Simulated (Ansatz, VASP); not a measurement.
**BaMgTiO3 in VASP and in Ansatz**

```
CELL_PARAMETERS angstrom
4.14686 -3.09206 0.11796
4.14686 3.09206 0.11796
-1.59569 0.00000 4.53323
ATOMIC_POSITIONS crystal
Ba 0.04754 0.04754 0.97230
Mg 0.36637 0.36637 0.69252
Ti 0.58701 0.58701 0.38974
O 0.41781 0.94040 0.50680
O 0.94040 0.41781 0.50680
O 0.37075 0.37075 0.13184
```

Alike in both runs: task single point; functional PBE; k mesh 6 × 6 × 6; occupations gaussian, width 0.02 eV; no spin polarisation; Hubbard terms Ti d U = 4.0 eV.

|  | VASP | Ansatz |
| --- | --- | --- |
| version | VASP 6.6.1 | Ansatz 0.2.0 |
| potentials or method | VASP PAW PBE potentials, release 64 (Ba_sv, Mg, Ti_sv, O), cutoff 520 eV | scalar-relativistic, plane waves, PAW |
| valence electrons in the cell | 42 | 50 |

|  | VASP | Ansatz | Ansatz less VASP |
| --- | --- | --- | --- |
| gap on the k mesh at the Fermi level (eV) | 0.46 | 0.67 | +0.206 |
| least direct gap on the mesh (eV) | 0.47 | 0.67 | +0.200 |
| pressure (GPa) | 1.5 | 0.0 | -1.47 |
| traceless stress, the component that is largest in VASP (GPa) | -5.53 | -5.26 | +0.272 |
| rms of the force components (eV/Å) | 0.841 | 0.776 | -0.0653 |

The programs project onto different local orbitals, so the same U acts differently, and such runs can settle in different states. Atom by atom the forces differ by 0.130 eV/Å (rms over components). VASP's potentials hold 42 valence electrons a cell and Ansatz's 50, so a difference there can come from the potentials and not from the codes.

Neither program's run includes spin-orbit coupling.
